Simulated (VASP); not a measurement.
# HfB2 (P6/mmm) in VASP: a series of runs, part 3 of 3

VASP 6.6.1. Earlier steps stand in the parts before.

### 5 Electric field gradients, PBEsol (zz strain of -2 %)

File INCAR:

```
SYSTEM = HfB2
PREC = Accurate
ENCUT = 520
EDIFF = 1E-8
ISMEAR = -1
SIGMA = 0.03
LREAL = .FALSE.
LASPH = .TRUE.
NELM = 80
ALGO = Normal
ISIF = 2
LWAVE = .FALSE.
LCHARG = .FALSE.
GGA = PS
LEFG = .TRUE.
NBANDS = 15
```

File KPOINTS:

```
regular mesh
0
G
  15 15 12
  0 0 0
```

File POSCAR:

```
HfB2
1.0
    3.1400001005      0.0000000000      0.0000000000
   -1.5700000503      2.7193198549      0.0000000000
    0.0000000000      0.0000000000      3.4104000000
Hf B
1 2
Direct
    0.0000000000      0.0000000000      0.0000000000
    0.3333333333      0.6666666667      0.5000000000
    0.6666666667      0.3333333333      0.5000000000
```

Potentials or basis: VASP PAW PBE potentials, release 64 (Hf_pv, B).

The run is started by

```
$ cat potpaw_PBE.64/Hf_pv/POTCAR potpaw_PBE.64/B/POTCAR > POTCAR
$ mpirun -np 1 vasp_std > vasp.out
```

OUTCAR:

```text
SYSTEM = HfB2
   PREC = Accurate
   ENCUT = 520
   EDIFF = 1E-8
   ISMEAR = -1
   LREAL = .FALSE.
   LASPH = .TRUE.
   NELM = 80
   ISIF = 2
   GGA = PS

 ion  position               nearest neighbor table
   1  0.000  0.000  0.000-   2 2.49   3 2.49   2 2.49   3 2.49   3 2.49   3 2.49   2 2.49   2 2.49
                             3 2.49   3 2.49   2 2.49   2 2.49
   2  0.333  0.667  0.500-   3 1.81   3 1.81   3 1.81   1 2.49   1 2.49   1 2.49   1 2.49   1 2.49
                             1 2.49
   3  0.667  0.333  0.500-   2 1.81   2 1.81   2 1.81   1 2.49   1 2.49   1 2.49   1 2.49   1 2.49
                             1 2.49

  LATTYP: Found a hexagonal cell.
 ALAT       =     3.1400001005
 C/A-ratio  =     1.0861146149

  Lattice vectors:

 A1 = (   3.1400001005,   0.0000000000,   0.0000000000)
 A2 = (  -1.5700000503,   2.7193198549,   0.0000000000)
 A3 = (   0.0000000000,   0.0000000000,   3.4104000000)

Analysis of symmetry for initial positions (statically):
=====================================================================
 Subroutine PRICEL returns:
 Original cell was already a primitive cell.

 Routine SETGRP: Setting up the symmetry group for a
 hexagonal supercell.

 Subroutine GETGRP returns: Found 24 space group operations
 (whereof 24 operations were pure point group operations)
 out of a pool of 24 trial point group operations.

The static configuration has the point symmetry D_6h.

Analysis of symmetry for dynamics (positions and initial velocities):
=====================================================================
 Subroutine PRICEL returns:
 Original cell was already a primitive cell.

 Routine SETGRP: Setting up the symmetry group for a
[... 584 lines left out ...]
      6       1.5549      2.00000
      7       4.2068      2.00000
      8       6.7280      2.00000
      9       7.4539      1.99992
     10      10.7409      0.00000
     11      12.3006      0.00000
     12      14.7667      0.00000
     13      16.8037      0.00000
     14      17.8984      0.00000
     15      18.4095      0.00000

 [... further k-points ...]
[... 5 lines left out ...]
  --------------------------------------------------------------------------------------
  -------------------------------------------------------------------------------------
  Total       -0.2750684     -0.2750684      0.7644724      0.0000000      0.0000000      0.0000000
  in kB      -15.1340816    -15.1340816     42.0607610      0.0000000      0.0000000      0.0000000
  external PRESSURE =       3.9308659 kB  Pullay stress =       0.0000000 kB

 VOLUME and BASIS-vectors are now :
 -----------------------------------------------------------------------------
  energy-cutoff  :      520.00
  volume of cell :       29.12
      direct lattice vectors                 reciprocal lattice vectors
     3.140000101  0.000000000  0.000000000     0.318471327  0.183869507  0.000000000
    -1.570000050  2.719319855  0.000000000     0.000000000  0.367739013  0.000000000
     0.000000000  0.000000000  3.410400000     0.000000000  0.000000000  0.293220737

 POSITION                                       TOTAL-FORCE (eV/Angst)
 -----------------------------------------------------------------------------------
      0.00000      0.00000      0.00000        -0.000000      0.000000     -0.000000
     -0.00000      1.81288      1.70520         0.000000      0.000000     -0.000000
      1.57000      0.90644      1.70520        -0.000000      0.000000      0.000000
 -----------------------------------------------------------------------------------
    total drift:                               -0.000000      0.000000      0.000000

  FREE ENERGIE OF THE ION-ELECTRON SYSTEM (eV)
  ---------------------------------------------------
  free  energy   TOTEN  =       -27.8604359351 eV

  energy  without entropy=      -27.8596755044  energy(sigma->0) =      -27.86005572

 Electric field gradients (V/A^2)
---------------------------------------------------------------------
 ion       V_xx      V_yy      V_zz      V_xy      V_xz      V_yz
---------------------------------------------------------------------
   1     -37.608   -37.608    75.216     0.000     0.000    -0.000
   2      -0.329    -0.329     0.658    -0.000     0.000    -0.000
   3      -0.329    -0.329     0.658    -0.000     0.000     0.000
---------------------------------------------------------------------

 Electric field gradients after diagonalization (V/A^2)
 (convention: |V_zz| > |V_xx| > |V_yy|)
----------------------------------------------------------------------
 ion       V_xx      V_yy      V_zz     asymmetry (V_yy - V_xx)/ V_zz
----------------------------------------------------------------------
   1     -37.608   -37.608    75.216       0.000
   2      -0.329    -0.329     0.658       0.000
   3      -0.329    -0.329     0.658       0.000
----------------------------------------------------------------------

           NMR quadrupolar parameters

 Cq : quadrupolar parameter    Cq=e*Q*V_zz/h
 eta: asymmetry parameters     (V_yy - V_xx)/ V_zz
 Q  : nuclear electric quadrupole moment in mb (millibarn)
----------------------------------------------------------------------
 ion       Cq(MHz)       eta       Q (mb)
----------------------------------------------------------------------
   1       0.182       0.000       1.000
   2       0.002       0.000       1.000
   3       0.002       0.000       1.000
----------------------------------------------------------------------
```

It took 46 s on 1 thread of Intel Xeon 6975P-C, shared host; peak memory 0.21 GiB.

What came out:

```yaml
Free_energy: -27.8604 eV
Pressure: 0.4 GPa
Band_gap_on_the_k_mesh: zero (band 8 reaches 8.31 eV, above the bottom of band 9 at 7.45 eV)
```

Electric field gradients, principal values (V/Å²):
```
atom    least   middle  greatest (by size)
1 Hf  -37.608  -37.608              75.216
 2 B   -0.329   -0.329               0.658
 3 B   -0.329   -0.329               0.658
```

Caveat: the cell differs from its parent crystal (zz strain of -2 %); without QUAD_EFG the Cq values of the log hold for a quadrupole moment of 1 mb, not for the nuclei; the PAW data sets were made with another functional, which shifts forces and pressure a little; spin-orbit coupling is left out, which moves the levels of the heavy elements.

### 6 Overview

```tsv
cell	gap on the mesh (eV)	pressure (GPa)
a = 3.129, b = 3.129, c = 3.468 Å, angles 90.0, 90.0, 120.0°, 3 atoms	none	-1.9
a = 3.161, b = 3.161, c = 3.503 Å, angles 90.0, 90.0, 120.0°, 3 atoms	none	-9.2
a = 3.202, b = 3.202, c = 3.548 Å, angles 90.0, 90.0, 120.0°, 3 atoms	none	-17.4
a = 3.140, b = 3.140, c = 3.410 Å, angles 90.0, 90.0, 120.0°, 3 atoms	none	0.4
```

Alike in all rows: task electric field gradients; level PBEsol; potentials or basis VASP PAW PBE potentials, release 64 (Hf_pv, B); no spin polarisation; k mesh 15 × 15 × 12; cutoff (eV) 520; smearing fermi-dirac 0.03 eV.

Caveats: the PAW data sets were made with another functional, which shifts forces and pressure a little; spin-orbit coupling is left out, which moves the levels of the heavy elements.

Total energies depend on the potentials used, so only differences within one code and one set of settings carry meaning.
